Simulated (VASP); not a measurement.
Re:

```
CELL_PARAMETERS angstrom
2.77673 0.00000 0.00000
-1.38836 2.40471 0.00000
0.00000 0.00000 8.95055
ATOMIC_POSITIONS crystal
Re 0.00000 0.00000 0.00000
Re 0.33333 0.66667 0.25000
Re 0.00000 0.00000 0.50000
Re 0.66667 0.33333 0.75000
```

Base run:

- Program: VASP 6.6.1
- Functional: r2SCAN
- Potentials or basis: VASP PAW PBE potentials, release 64 (Re)
- Cutoff: 660 eV
- k mesh: 18 × 18 × 6
- Occupations: gaussian, width 0.1 eV
- Spin: no spin polarisation

Its results: band gap on the k mesh zero (bands 14 and 15 overlap by 2.58 eV); pressure -6.4 GPa.

The run is repeated on the same cell with these changes: functional from r2SCAN to LDA; potentials or basis from VASP PAW PBE potentials, release 64 (Re) to VASP PAW LDA potentials, release 64 (Re); cutoff from 660 eV to 600 eV. What comes out?

Band gap on the k mesh zero (bands 14 and 15 overlap by 2.54 eV); pressure -14.4 GPa.

Caveats: the cell stands under tension; spin-orbit coupling is left out, which moves the levels of the heavy elements; the PAW data sets were made with another functional, which shifts forces and pressure a little (at least some runs).
